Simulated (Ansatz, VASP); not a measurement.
Na: VASP beside Ansatz

```
CELL_PARAMETERS angstrom
-2.09611 2.09611 2.09611
2.09611 -2.09611 2.09611
2.09611 2.09611 -2.09611
ATOMIC_POSITIONS crystal
Na 0.00000 0.00000 0.00000
```

Change from the starting cell: volume scaled by 0.97, PAW files.

Alike in both runs: task electric field gradients; functional PBE; k mesh 12 × 12 × 12; occupations fermi-dirac, width 0.05 eV; no spin polarisation.

```csv
,VASP,Ansatz
version,VASP 6.6.1,Ansatz 0.2.0
potentials or method,"VASP PAW PBE potentials, release 64 (Na_pv)","PAW with Ansatz's default frozen-core files, scalar-relativistic"
plane-wave cutoff (eV),400,420
valence electrons in the cell,7,9
```

Ansatz gave:

| Quantity | Value |
| --- | --- |
| pressure (GPa) | 0.0 |

Q: What did VASP give for the same quantities?

A: Pressure (GPa): -0.1.

The functional is the same, so the differences come from potentials, cutoffs and numerics. VASP's potentials hold 7 valence electrons a cell and Ansatz's 9, so a difference there can come from the potentials and not from the codes.
